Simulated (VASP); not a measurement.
# Re (Fd-3m) in VASP: a series of runs

Re is run at these levels: PBEsol; tasks: single point.

All numbers are computed with VASP 6.6.1; they aren't measurements. Logs are shortened: lines on timing, memory, paths and dates and some standing lists are left out, and cuts for length are marked.

### 1 The cell of the first run

The structure is cubic, space group Fd-3m (No. 227). The conventional cell has a = 5.082 Å, b = 5.082 Å, c = 5.082 Å, α = 90.00°, β = 90.00°, γ = 90.00°. Within 2.9 Å of Re (site symmetry -43m) lie 4 Re at 2.20 Å.

### 2 Single point, PBEsol (volume scaled by 0.75)

Input file INCAR:

```
SYSTEM = Re
ALGO = Normal
EDIFF = 1E-6
ENCUT = 520
GGA = PS
ISIF = 2
ISMEAR = -1
LASPH = .TRUE.
LCHARG = .TRUE.
LELF = .TRUE.
LREAL = .FALSE.
LVHAR = .TRUE.
LWAVE = .FALSE.
NBANDS = 14
NELM = 80
PREC = Accurate
SIGMA = 0.05
```

Input file KPOINTS:

```
k-points
0
G
  12 12 12
  0 0 0
```

Input file POSCAR:

```
Re
1.0
    0.0000000000      2.5412157891      2.5412157891
    2.5412157891      0.0000000000      2.5412157891
    2.5412157891      2.5412157891      0.0000000000
Re
2
Direct
   -0.1250000000     -0.1250000000     -0.1250000000
    0.1250000000      0.1250000000      0.1250000000
```

Potentials or basis: VASP PAW PBE potentials, release 64 (Re).

Started as:

```sh
cat potpaw_PBE.64/Re/POTCAR > POTCAR
mpirun -np 1 vasp_std > vasp.out
```

OUTCAR:

```text
SYSTEM = Re
   EDIFF = 1E-6
   ENCUT = 520
   GGA = PS
   ISIF = 2
   ISMEAR = -1
   LASPH = .TRUE.
   LREAL = .FALSE.
   NELM = 80
   PREC = Accurate

 ion  position               nearest neighbor table
   1  0.875  0.875  0.875-   2 2.20   2 2.20   2 2.20   2 2.20
   2  0.125  0.125  0.125-   1 2.20   1 2.20   1 2.20   1 2.20

  LATTYP: Found a face centered cubic cell.
 ALAT       =     5.0824315782

  Lattice vectors:

 A1 = (   0.0000000000,   2.5412157891,   2.5412157891)
 A2 = (   2.5412157891,   0.0000000000,   2.5412157891)
 A3 = (   2.5412157891,   2.5412157891,   0.0000000000)

Analysis of symmetry for initial positions (statically):
=====================================================================
 Subroutine PRICEL returns:
 Original cell was already a primitive cell.

 Routine SETGRP: Setting up the symmetry group for a
 face centered cubic supercell.

 Subroutine GETGRP returns: Found 48 space group operations
 (whereof 12 operations were pure point group operations)
 out of a pool of 48 trial point group operations.

The static configuration has the point symmetry D_3d.
 The point group associated with its full space group is O_h .

Analysis of symmetry for dynamics (positions and initial velocities):
=====================================================================
 Subroutine PRICEL returns:
 Original cell was already a primitive cell.

 Routine SETGRP: Setting up the symmetry group for a
 face centered cubic supercell.

 Subroutine GETGRP returns: Found 48 space group operations
 (whereof 12 operations were pure point group operations)
 out of a pool of 48 trial point group operations.

The dynamic configuration has the point symmetry D_3d.
 The point group associated with its full space group is O_h .

 Subroutine INISYM returns: Found 48 space group operations
 (whereof 12 operations are pure point group operations),
 and found     1 'primitive' translations

----------------------------------------------------------------------------------------

                                     Primitive cell

  volume of cell :      32.8212

  direct lattice vectors                    reciprocal lattice vectors
     0.000000000  2.541215789  2.541215789    -0.196756215  0.196756215  0.196756215
     2.541215789  0.000000000  2.541215789     0.196756215 -0.196756215  0.196756215
     2.541215789  2.541215789  0.000000000     0.196756215  0.196756215 -0.196756215

  length of vectors
     3.593821834  3.593821834  3.593821834     0.340791761  0.340791761  0.340791761

  position of ions in fractional coordinates (direct lattice)
     0.875000000  0.875000000  0.875000000
     0.125000000  0.125000000  0.125000000

  ion indices of the primitive-cell ions
   primitive index   ion index
                 1           1
                 2           2

----------------------------------------------------------------------------------------

 KPOINTS: k-points

Automatic generation of k-mesh.
 Grid dimensions read from file:
 generate k-points for:   12   12   12

 Generating k-lattice:

  Cartesian coordinates                     Fractional coordinates (reciprocal lattice)
    -0.016396351  0.016396351  0.016396351     0.083333333  0.000000000  0.000000000
     0.016396351 -0.016396351  0.016396351     0.000000000  0.083333333  0.000000000
     0.016396351  0.016396351 -0.016396351     0.000000000  0.000000000  0.083333333

  Length of vectors
     0.028399313  0.028399313  0.028399313

  Shift w.r.t. Gamma in fractional coordinates (k-lattice)
     0.000000000  0.000000000  0.000000000

 Subroutine IBZKPT returns following result:
 ===========================================

 Found     72 irreducible k-points:

 Following reciprocal coordinates:
            Coordinates               Weight
  0.000000  0.000000  0.000000      1.000000
  0.083333  0.000000  0.000000      8.000000
  0.166667  0.000000  0.000000      8.000000
  0.250000  0.000000  0.000000      8.000000
  0.333333  0.000000  0.000000      8.000000
  0.416667  0.000000  0.000000      8.000000
[... 16 lines left out ...]
  0.500000  0.166667  0.000000     24.000000
 -0.416667  0.166667  0.000000     24.000000
 [... further k-points ...]
   k-points           NKPTS =     72   k-points in BZ     NKDIM =     72   number of bands    NBANDS=     14
   number of dos      NEDOS =    301   number of ions     NIONS =      2
   total plane-waves  NPLWV =  21952
   dimension x,y,z NGX =    28 NGY =   28 NGZ =   28
   dimension x,y,z NGXF=    56 NGYF=   56 NGZF=   56
   ions per type =               2
   NGX,Y,Z   is equivalent  to a cutoff of  12.95, 12.95, 12.95 a.u.
   NGXF,Y,Z  is equivalent  to a cutoff of  25.90, 25.90, 25.90 a.u.
 SYSTEM =  Re
   PREC   = accura    normal or accurate (medium, high low for compatibility)
   ISTART =      0    job   : 0-new  1-cont  2-samecut
   ICHARG =      2    charge: 1-file 2-atom 10-const
   ISPIN  =      1    spin polarized calculation?
   LNONCOLLINEAR =      F non collinear calculations
   LSORBIT =      F    spin-orbit coupling
   LASPH  =      T    aspherical Exc in radial PAW
   ENCUT  =  520.0 eV  38.22 Ry    6.18 a.u.   6.68  6.68  6.68*2*pi/ulx,y,z
   NELM   =     80;   NELMIN=  2; NELMDL= -5     # of ELM steps
   EDIFF  = 0.1E-05   stopping-criterion for ELM
   LREAL  =      F    real-space projection
   EDIFFG = 0.1E-04   stopping-criterion for IOM
   NSW    =      0    number of steps for IOM
   IBRION =     -1    ionic relax: 0-MD 1-quasi-New 2-CG
   NFREE  =      0    steps in history (QN), initial steepest desc. (CG)
   ISIF   =      2    stress and relaxation
   ISYM   =      2    0-nonsym 1-usesym 2-fastsym
   POTIM  = 0.5000    time-step for ionic-motion
   TEBEG  =    0.0;   TEEND  =   0.0 temperature during run
   PSTRESS=    0.0 pullay stress
   NELECT =      14.0000    total number of electrons
   NUPDOWN=      -1.0000    fix difference up-down
   EMIN   =  10.00;   EMAX   =-10.00  energy-range for DOS
   EFERMI =   0.00;   METHOD = LEGACY
   ISMEAR =    -1;   SIGMA  =   0.05  broadening in eV -4-tet -1-fermi 0-gaus
   EFERMI_NEDOS =   21; number of points for ismear=-14 and -15
   IALGO  =     38    algorithm
   IMIX   =      4    mixing-type and parameters
     AMIX     =   0.40;   BMIX     =  1.00
     AMIX_MAG =   1.60;   BMIX_MAG =  1.00
  volume/ion in A,a.u.               =      16.41       110.74
  Fermi-wavevector in a.u.,A,eV,Ry     =   1.232346  2.328796 20.662848  1.518676
  Thomas-Fermi vector in A             =   2.367120
   LORBIT       =      0    0 simple, 1 ext, 2 COOP (PROOUT), +10 PAW based schemes
   GGA     = PS    functional components
   LHFCALC =     F    Hartree Fock is set to
   AEXX    =    0.0000 exact exchange contribution
   IVDW    =     0    specifies the selected vdW correction
   LEPSILON=     F    determine dielectric tensor
   LRPA    =     F    only Hartree local field effects (RPA)
 non-spin polarized calculation
  energy-cutoff  :      520.00
  volume of cell :       32.82
 maximum number of plane-waves:       903
   NGX = 13   NGY = 13   NGZ = 13

 number of electron      13.9999999 magnetization

 Free energy of the ion-electron system (eV)
  ---------------------------------------------------
  ext. energy  EPLUGINS =         0.00000000
  ---------------------------------------------------
  free energy    TOTEN  =       -20.83841384 eV

  energy without entropy =      -20.82715042  energy(sigma->0) =      -20.83278213

 E-fermi :   6.5355     XC(G=0): -12.7348

 val. band max:        6.5330946687   @ k =  -0.3333   0.3333   0.1667
 cond. band min:       6.5400117704   @ k =  -0.3333   0.2500   0.0000
 fundamental gap:      0.0069171017
 Fermi energy:         6.5355093085

 k-point     1 :       0.0000    0.0000    0.0000
  band No.  band energies     occupation
      1      -2.0883      2.00000
      2       1.6370      2.00000
      3       1.6370      2.00000
      4       3.4740      2.00000
      5       3.4740      2.00000
      6       3.4740      2.00000
      7       7.3411      0.00000
      8       7.3411      0.00000
      9       7.3411      0.00000
     10      12.6966      0.00000
     11      12.6966      0.00000
     12      18.4738      0.00000
     13      20.3441      0.00000
     14      20.3654      0.00000

 k-point     2 :       0.0833    0.0000    0.0000
  band No.  band energies     occupation
      1      -1.9085      2.00000
      2       1.5568      2.00000
      3       1.5568      2.00000
      4       3.4349      2.00000
      5       3.6416      2.00000
      6       3.6416      2.00000
      7       7.0232      0.00012
      8       7.2927      0.00000
      9       7.2927      0.00000
     10      12.6617      0.00000
     11      12.6617      0.00000
     12      18.0893      0.00000
     13      20.4456      0.00000
     14      20.4569      0.00000

 k-point     3 :       0.1667    0.0000    0.0000
  band No.  band energies     occupation
      1      -1.3953      2.00000
      2       1.4347      2.00000
      3       1.4347      2.00000
      4       3.3390      2.00000
      5       3.9396      2.00000
      6       3.9396      2.00000
      7       6.2520      1.99313
      8       7.2485      0.00000
      9       7.2485      0.00000
     10      12.5466      0.00000
     11      12.5466      0.00000
     12      17.7309      0.00000
     13      20.4261      0.00000
     14      20.7471      0.00000
[... 324 lines left out ...]
 k-point    23 :       0.5000    0.1667    0.0000
  band No.  band energies     occupation
      1       0.7443      2.00000
      2       1.3083      2.00000
      3       2.2222      2.00000
      4       2.4025      2.00000
      5       3.3783      2.00000
      6       4.2362      2.00000
      7       6.2122      1.99689
      8       7.9625      0.00000
      9       8.5264      0.00000
     10      11.1010      0.00000
     11      11.5886      0.00000
     12      12.2849      0.00000
     13      17.5652      0.00000
     14      18.2698      0.00000

 k-point    24 :      -0.4167    0.1667    0.0000
  band No.  band energies     occupation
      1       0.7872      2.00000
      2       1.6356      2.00000
      3       1.7049      2.00000
      4       2.3696      2.00000
      5       3.8695      2.00000
      6       3.9316      2.00000
      7       6.4822      1.48770
      8       7.8863      0.00000
      9       8.5075      0.00000
     10      10.5703      0.00000
     11      11.9862      0.00000
     12      12.0846      0.00000
     13      17.3274      0.00000
     14      18.7287      0.00000

 [... further k-points ...]
[... 5 lines left out ...]
  --------------------------------------------------------------------------------------
  -------------------------------------------------------------------------------------
  Total       18.6642470     18.6642470     18.6642470     -0.0000000      0.0000000     -0.0000000
  in kB      911.1007947    911.1007947    911.1007947     -0.0000000      0.0000000     -0.0000000
  external PRESSURE =     911.1007947 kB  Pullay stress =       0.0000000 kB

 VOLUME and BASIS-vectors are now :
 -----------------------------------------------------------------------------
  energy-cutoff  :      520.00
  volume of cell :       32.82
      direct lattice vectors                 reciprocal lattice vectors
     0.000000000  2.541215789  2.541215789    -0.196756215  0.196756215  0.196756215
     2.541215789  0.000000000  2.541215789     0.196756215 -0.196756215  0.196756215
     2.541215789  2.541215789  0.000000000     0.196756215  0.196756215 -0.196756215

 POSITION                                       TOTAL-FORCE (eV/Angst)
 -----------------------------------------------------------------------------------
      4.44713      4.44713      4.44713         0.000000      0.000000      0.000000
      0.63530      0.63530      0.63530        -0.000000     -0.000000     -0.000000
 -----------------------------------------------------------------------------------
    total drift:                                0.000000     -0.000000     -0.000000

  FREE ENERGIE OF THE ION-ELECTRON SYSTEM (eV)
  ---------------------------------------------------
  free  energy   TOTEN  =       -20.8384138444 eV

  energy  without entropy=      -20.8271504198  energy(sigma->0) =      -20.83278213
```

Run time: 15 s. Hardware: 1 thread of Intel Xeon 6975P-C (Granite Rapids), shared host; peak memory 0.17 GiB.

Results:

- Free energy: -20.8384 eV
- Pressure: 91.1 GPa
- Band gap on the k mesh: zero (band 7 reaches 7.34 eV, above the bottom of band 8 at 5.47 eV)

Levels at points of the mesh, in eV from the Fermi level:
```
           k point  band 5  band 6  band 7  band 8  band 9  band 10
(0.00, 0.00, 0.00)   -3.06   -3.06    0.81    0.81    0.81     6.16
(0.50, 0.00, 0.00)   -3.67   -3.67   -0.75    2.57    2.57     4.69
(0.50, 0.50, 0.00)   -1.57   -1.57   -0.52   -0.52    5.15     5.15
```

Caveat: the PAW data sets were made with another functional, which shifts forces and pressure a little; spin-orbit coupling is left out, which moves the levels of the heavy elements.

### 3 Single point, PBEsol (volume scaled by 0.75)

Input file INCAR:

```
PREC = Accurate
ENCUT = 520
EDIFF = 1E-6
ISMEAR = -1
SIGMA = 0.05
LREAL = F
LASPH = T
NELM = 100
ALGO = Normal
ISIF = 2
LWAVE = F
LCHARG = T
GGA = PS
LELF = T
LVHAR = T
NBANDS = 14
```

Input file KPOINTS:

```
Automatic mesh
0
Gamma
  12 12 12
```

POSCAR is that of step 2.

Potentials or basis: VASP PAW PBE potentials, release 64 (Re).

Started as:

```sh
cat potpaw_PBE.64/Re/POTCAR > POTCAR
mpirun -np 1 vasp_std > vasp.out
```

It took 15 s on 1 thread of Intel Xeon 6975P-C (Granite Rapids), shared host; peak memory 0.17 GiB.

It converged, with:

```
Free energy            : -20.8384 eV
Pressure               : 91.1 GPa
Band gap on the k mesh : zero (band 7 reaches 7.34 eV, above the bottom of band 8 at 5.47 eV)
```

Levels at points of the mesh, in eV from the Fermi level:
```tsv
k point	band 4	band 5	band 6	band 7	band 8	band 9	band 10	band 11
(0.00, 0.00, 0.00)	-3.06	-3.06	-3.06	0.81	0.81	0.81	6.16	6.16
(0.50, 0.00, 0.00)	-4.46	-3.67	-3.67	-0.75	2.57	2.57	4.69	4.69
(0.50, 0.50, 0.00)	-3.61	-1.57	-1.57	-0.52	-0.52	5.15	5.15	5.84
```

Caveat: the PAW data sets were made with another functional, which shifts forces and pressure a little; spin-orbit coupling is left out, which moves the levels of the heavy elements.

### 4 Single point, PBEsol (volume scaled by 0.85)

Input file INCAR:

```
  ALGO = Normal
  EDIFF = 1E-6
  ENCUT = 520
  GGA = PS
  ISIF = 2
  ISMEAR = -1
  LASPH = True
  LCHARG = False
  LREAL = False
  LWAVE = False
  NBANDS = 14
  NELM = 100
  PREC = Accurate
  SIGMA = 0.05
```

Input file KPOINTS:

```
k-points
0
Gamma
  12 12 12
```

Input file POSCAR:

```
Re
1.0
    0.0000000000      2.6494807338      2.6494807338
    2.6494807338      0.0000000000      2.6494807338
    2.6494807338      2.6494807338      0.0000000000
Re
2
Direct
   -0.1250000000     -0.1250000000     -0.1250000000
    0.1250000000      0.1250000000      0.1250000000
```

Started as:

```sh
cat potpaw_PBE.64/Re/POTCAR > POTCAR
mpirun -np 1 vasp_std > vasp.out
```

Run time: 16 s. Hardware: 1 thread of Intel Xeon 6975P-C (Granite Rapids), shared host; peak memory 0.17 GiB.

It converged, with:

| Property | Result |
| --- | --- |
| Free energy | -22.5648 eV |
| Pressure | 39.6 GPa |
| Band gap on the k mesh | zero (band 7 reaches 5.85 eV, above the bottom of band 8 at 4.16 eV) |

Levels at points of the mesh, in eV from the Fermi level:
```
           k point  band 5  band 6  band 7  band 8  band 9  band 10
(0.00, 0.00, 0.00)   -2.70   -2.70    0.73    0.73    0.73     5.28
(0.50, 0.00, 0.00)   -3.11   -3.11   -0.88    2.19    2.19     4.10
(0.50, 0.50, 0.00)   -1.81   -1.81   -0.24   -0.24    4.53     4.53
```

Caveat: the PAW data sets were made with another functional, which shifts forces and pressure a little; spin-orbit coupling is left out, which moves the levels of the heavy elements.

### 5 Single point, PBEsol (volume scaled by 0.85)

Input file INCAR:

```
SYSTEM = Re
  PREC = Accurate
  ENCUT = 520
  EDIFF = 1E-7
  ISMEAR = -1
  SIGMA = 0.05
  LREAL = .False.
  LASPH = .True.
  NELM = 80
  ALGO = Normal
  ISIF = 2
  LWAVE = .False.
  LCHARG = .False.
  GGA = PS
  NBANDS = 14
```

Input file KPOINTS:

```
Automatic mesh
0
Gamma
  12 12 12
  0 0 0
```

POSCAR is that of step 4.

Started as:

```sh
cat potpaw_PBE.64/Re/POTCAR > POTCAR
mpirun -np 1 vasp_std > vasp.out
```

Wall time 18 s (1 thread of Intel Xeon 6975P-C (Granite Rapids), shared host); peak memory 0.17 GiB.

It converged, with:

```yaml
Free_energy: -22.5648 eV
Pressure: 39.6 GPa
Band_gap_on_the_k_mesh: zero (band 7 reaches 5.85 eV, above the bottom of band 8 at 4.16 eV)
```

Levels at points of the mesh, in eV from the Fermi level:
```tsv
k point	band 4	band 5	band 6	band 7	band 8	band 9	band 10	band 11
(0.00, 0.00, 0.00)	-2.70	-2.70	-2.70	0.73	0.73	0.73	5.28	5.28
(0.50, 0.00, 0.00)	-3.65	-3.11	-3.11	-0.88	2.19	2.19	4.10	4.10
(0.50, 0.50, 0.00)	-3.04	-1.81	-1.81	-0.24	-0.24	4.53	4.53	5.28
```

Caveat: the PAW data sets were made with another functional, which shifts forces and pressure a little; spin-orbit coupling is left out, which moves the levels of the heavy elements.
